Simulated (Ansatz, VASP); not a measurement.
## One calculation of AlAs, two programs

File INCAR:

```
PREC     = Accurate       # precision mode
ENCUT    = 500            # plane-wave cutoff, eV
EDIFF    = 1E-7           # SCF threshold, eV
ISMEAR   = 0              # smearing method
SIGMA    = 0.02           # smearing width, eV
LREAL    = False          # projectors in reciprocal space
LASPH    = True           # aspherical terms in the spheres
NELM     = 120            # most SCF steps
ALGO     = Normal         # electronic algorithm
ISIF     = 3              # what is computed and relaxed
LWAVE    = False          # write WAVECAR
LCHARG   = False          # write CHGCAR
GGA      = PS             # functional
IBRION   = 2              # ionic algorithm
NSW      = 70             # ionic steps
EDIFFG   = -0.005         # ionic threshold
GGA_COMPAT= False        
NELMIN   = 4
```

KPOINTS

```
Automatic mesh
0
Gamma
  8 8 8
```

Contents of POSCAR:

```
AlAs
1.0
    0.0000000000      2.8638066104      2.8638066104
    2.8638066104      0.0000000000      2.8638066104
    2.8638066104      2.8638066104      0.0000000000
Al As
1 1
Direct
    0.0000000000      0.0000000000      0.0000000000
    0.2500000000      0.2500000000      0.2500000000
```

Input for Ansatz:

```yaml
crystal:
  lattice:
    - [0.0, 2.8638066104, 2.8638066104]
    - [2.8638066104, 0.0, 2.8638066104]
    - [2.8638066104, 2.8638066104, 0.0]
  atoms:
    - { symbol: Al, position: [0.0, 0.0, 0.0] }
    - { symbol: As, position: [0.25, 0.25, 0.25] }
basis:
  ecutwfc: 420
kpoints:
  mp_grid: { grid: [8, 8, 8] }
hamiltonian:
  xc: pbesol
scf:
  occupations: { method: gaussian, width: 0.02 }
output:
  forces: true
  stress: true
  eigenvalues: true
relax:
  adjacent_minimum: "off"
  f_tol: 0.005
  max_steps: 50
  cell: { stress_tol: 0.05 }
```

Alike in both runs: task relaxation of cell and atoms; functional PBEsol; k mesh 8 × 8 × 8; occupations gaussian, width 0.02 eV; no spin polarisation.

|  | VASP | Ansatz |
| --- | --- | --- |
| version | VASP 6.6.1 | Ansatz 0.2.0 |
| potentials or method | VASP PAW PBE potentials, release 64 (Al, As), cutoff 500 eV | scalar-relativistic, plane waves, PAW |
| valence electrons in the cell | 8 | 18 |

```tsv
	VASP	Ansatz	Ansatz less VASP
gap on the k mesh at the Fermi level, each at its own relaxed structure (eV)	1.34	1.34	+0.005
relaxed volume (Å³/atom)	22.93	22.84	-0.086
relaxed cell length with the largest relative difference (Å)	4.018	4.013	-0.0050
```

VASP's potentials were made for PBE, not for PBEsol. VASP's potentials hold 8 valence electrons a cell and Ansatz's 18, so a difference there can come from the potentials and not from the codes.
